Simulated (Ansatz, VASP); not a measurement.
# One calculation of MgO, two programs

The input INCAR:

```
SYSTEM = MgO
ALGO     = Normal         ! electronic algorithm
EDIFF    = 1E-6           ! SCF threshold, eV
ENCUT    = 520            ! plane-wave cutoff, eV
GGA      = PE             ! functional
ISIF     = 2              ! what is computed and relaxed
ISMEAR   = 0              ! smearing method
LASPH    = .True.         ! aspherical terms in the spheres
LCHARG   = .False.        ! write CHGCAR
LREAL    = .False.        ! projectors in reciprocal space
LWAVE    = .False.        ! write WAVECAR
NBANDS   = 11             ! bands
NELM     = 80             ! most SCF steps
PREC     = Accurate       ! precision mode
SIGMA    = 0.05           ! smearing width, eV
```

KPOINTS

```
k-points
0
Gamma
  12 12 8
  0 0 0
```

POSCAR

```
MgO
1.0
    2.9377244759      0.0000000000      0.0000000000
   -1.4688622380      2.5823061858      0.0000000000
    0.0000000000      0.0000000000      2.6797873418
Mg O
1 1
Direct
    0.0000000000      0.0000000000      0.0000000000
    0.3333333333      0.6666666667      0.5000000000
```

Input for Ansatz:

```yaml
crystal:
  lattice:
    - [2.9377244759, 0.0, 0.0]
    - [-1.468862238, 2.5823061858, 0.0]
    - [0.0, 0.0, 2.6797873418]
  atoms:
    - { symbol: Mg, position: [0.0, 0.0, 0.0] }
    - { symbol: O, position: [0.3333333333, 0.6666666667, 0.5] }
basis:
  ecutwfc: 420
kpoints:
  mp_grid: { grid: [12, 12, 8] }
hamiltonian:
  xc: pbe
scf:
  occupations: { method: gaussian, width: 0.05 }
output:
  forces: true
  stress: true
  eigenvalues: true
```

Change from the starting cell: strain +0.0150 x Voigt [0, 1, 0, 0, 0, 0], atoms carried along.

Alike in both runs: task single point; functional PBE; k mesh 12 × 12 × 8; occupations gaussian, width 0.05 eV; no spin polarisation.

```csv
,VASP,Ansatz
version,VASP 6.6.1,Ansatz 0.2.0
potentials or method,"VASP PAW PBE potentials, release 64 (Mg, O), cutoff 520 eV","scalar-relativistic, plane waves, PAW"
valence electrons in the cell,8,16
```

```tsv
	VASP	Ansatz	Ansatz less VASP
gap on the k mesh at the Fermi level (eV)	2.85	2.87	+0.021
least direct gap on the mesh (eV)	3.23	3.25	+0.018
pressure (GPa)	-2.4	-1.8	+0.63
traceless stress, the component that is largest in VASP (GPa)	-2.82	-2.84	-0.015
rms of the force components (eV/Å)	0.003	0.003	+0.0001
```

Atom by atom the forces differ by 0.000 eV/Å (rms over components). With one functional, cell and mesh, what is left measures potentials, basis and numerics. VASP's potentials hold 8 valence electrons a cell and Ansatz's 16, so a difference there can come from the potentials and not from the codes.
